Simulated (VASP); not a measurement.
PtSe2, 3 atoms in the cell. The structure is trigonal, space group P-3m1 (No. 164). The conventional cell has a = 3.761 Å, b = 3.761 Å, c = 4.863 Å, α = 90.00°, β = 90.00°, γ = 120.00°. Within 3.3 Å of Pt (site symmetry -3m) lie 6 Se at 2.51 Å. Within 3.3 Å of Se (site symmetry 3m) lie 3 Pt at 2.51 Å and 3 Se at 3.18 Å. 

```yaml
Program: VASP 6.6.1
Task: single point
Functional: PBEsol
Potentials_or_basis: VASP PAW PBE potentials, release 64 (Pt, Se)
Cutoff: 520 eV
k_mesh: 7 × 6 × 18
Occupations: gaussian, width 0.1 eV
Spin: no spin polarisation
Dipole_correction: no
Further_INCAR_settings: ALGO = Normal; EDIFF = 1e-06; NBANDS = 18
```

Potentials or basis: VASP PAW PBE potentials, release 64 (Pt, Se).

The run is started by

```sh
$ cat potpaw_PBE.64/Pt/POTCAR potpaw_PBE.64/Se/POTCAR > POTCAR
$ mpirun -np 1 vasp_std > vasp.out
```

Hardware: 1 thread of AMD EPYC 7R13, on a shared host.

Q: How long does it take, and how much memory?

A: Wall time 3.1 min on 1 thread of AMD EPYC 7R13, with other jobs on the host, peak memory 0.23 GiB. Counts: scf iterations 12, k points 82.
